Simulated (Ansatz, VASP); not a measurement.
## GaN: VASP beside Ansatz

Contents of INCAR:

```
SYSTEM = GaN
PREC     = Accurate       ! precision mode
ENCUT    = 600            ! plane-wave cutoff, eV
EDIFF    = 1E-6           ! SCF threshold, eV
ISMEAR   = -1             ! smearing method
SIGMA    = 0.02           ! smearing width, eV
LREAL    = .FALSE.        ! projectors in reciprocal space
LASPH    = .TRUE.         ! aspherical terms in the spheres
NELM     = 100            ! most SCF steps
ALGO     = Normal         ! electronic algorithm
ISIF     = 3              ! what is computed and relaxed
LWAVE    = .FALSE.        ! write WAVECAR
LCHARG   = .FALSE.        ! write CHGCAR
GGA      = PE             ! functional
IBRION   = 2              ! ionic algorithm
NSW      = 60             ! ionic steps
EDIFFG   = -0.005         ! ionic threshold
```

Contents of KPOINTS:

```
regular mesh
0
G
  13 13 13
  0 0 0
```

Contents of POSCAR:

```
GaN
1.0
    0.0000000000      2.1670925389      2.1670925389
    2.1670925389      0.0000000000      2.1670925389
    2.1670925389      2.1670925389      0.0000000000
Ga N
1 1
Direct
    0.0000000000      0.0000000000      0.0000000000
    0.2500000000      0.2500000000      0.2500000000
```

Input for Ansatz:

```yaml
crystal:
  lattice:
    - [0.0, 2.1670925389, 2.1670925389]
    - [2.1670925389, 0.0, 2.1670925389]
    - [2.1670925389, 2.1670925389, 0.0]
  atoms:
    - { symbol: Ga, position: [0.0, 0.0, 0.0] }
    - { symbol: "N", position: [0.25, 0.25, 0.25] }
kpoints:
  mp_grid: { grid: [13, 13, 13] }
scf:
  occupations: { method: fermi_dirac, width: 0.02 }
hamiltonian:
  xc: pbe
  pseudopotentials: { kind: paw }
output:
  forces: true
  stress: true
  write_density: true
  write_potential: true
  elf: true
  volumetric_format: npy
relax:
  f_tol: 0.005
  max_steps: 40
  cell: {}
```

Alike in both runs: task relaxation of cell and atoms; functional PBE; k mesh 13 × 13 × 13; occupations fermi-dirac, width 0.02 eV; no spin polarisation.

|  | VASP | Ansatz |
| --- | --- | --- |
| version | VASP 6.6.1 | Ansatz 0.2.0 |
| potentials or method | VASP PAW PBE potentials, release 64 (Ga_d, N) | PAW with Ansatz's default frozen-core files, scalar-relativistic |
| plane-wave cutoff (eV) | 600 | 420 |
| valence electrons in the cell | 18 | 18 |

Ansatz gave:

- gap on the k mesh at the Fermi level, each at its own relaxed structure (eV): 1.54
- relaxed volume (Å³/atom): 11.76
- relaxed length of the cell vector where the two differ most in proportion (Å): 3.216

Problem. Estimate VASP's values.

Solution. gap on the k mesh at the Fermi level, each at its own relaxed structure (eV): 1.54; relaxed volume (Å³/atom): 11.77; relaxed length of the cell vector where the two differ most in proportion (Å): 3.217.

Noted on VASP's run: the volume moved by over 15 % at a fixed basis, so the end points are rough.
